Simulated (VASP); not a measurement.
Ta: relaxation of cell and atoms with PBEsol

The system is Ta.

```
CELL_PARAMETERS angstrom
-1.65493 1.65493 1.65493
1.65493 -1.65493 1.65493
1.65493 1.65493 -1.65493
ATOMIC_POSITIONS crystal
Ta 0.00000 0.00000 0.00000
```

```json
{
  "Program": "VASP 6.6.1",
  "Task": "relaxation of cell and atoms",
  "Functional": "PBEsol",
  "Potentials or basis": "VASP PAW PBE potentials, release 64 (Ta_pv)",
  "Cutoff": "600 eV",
  "k mesh": "18 × 18 × 18",
  "Occupations": "gaussian, width 0.1 eV",
  "Spin": "no spin polarisation",
  "Dipole correction": "no",
  "Further INCAR settings": "ALGO = Normal; EDIFF = 1e-07; IBRION = 2; EDIFFG = -0.005; NSW = 100; ISIF = 3"
}
```

```yaml
Relaxed_volume: 17.67 Å³/atom
Relaxed_cell: a = 2.842 Å, b = 2.842 Å, c = 2.842 Å, α = 109.47°, β = 109.47°, γ = 109.47°
Space_group_after_relaxing_to_0.05_Å: Im-3m (No. 229)
Energy_gained_by_relaxing: 7.5 meV/atom
Ionic_steps: 4
Pressure_after_relaxing: 0.0 GPa
```

The path:
```csv
step,energy change (eV),largest force (eV/Å),pressure (GPa),volume (Å³)
1,0.0000,0.0000,-5.09,18.13
2,0.0339,0.0000,13.87,16.66
3,-0.0075,0.0000,-0.10,17.68
4,-0.0075,0.0000,0.01,17.67
```

Final structure:
```
Ta
1.0
    -1.64077    1.64077    1.64077
     1.64077   -1.64077    1.64077
     1.64077    1.64077   -1.64077
Ta
1
Direct
  0.00000 0.00000 0.00000
```

Levels at points of the mesh, in eV from the Fermi level:
```
           k point  band 3  band 4  band 5  band 6  band 7  band 8
(0.00, 0.00, 0.00)  -32.95   -8.01    0.71    0.71    0.71    4.05
(0.50, 0.00, 0.00)  -32.96   -4.48   -1.62    1.69    3.94    5.00
(0.50, 0.50, 0.50)  -33.83   -3.94   -3.94    6.99    6.99    6.99
```

It took 32 s on 1 thread of Intel(R) Xeon(R) Platinum 8488C (Sapphire Rapids), with other jobs on the host, peak memory 0.17 GiB.

Caveat: the PAW data sets were made with another functional, which shifts forces and pressure a little; spin-orbit coupling is left out, which moves the levels of the heavy elements.
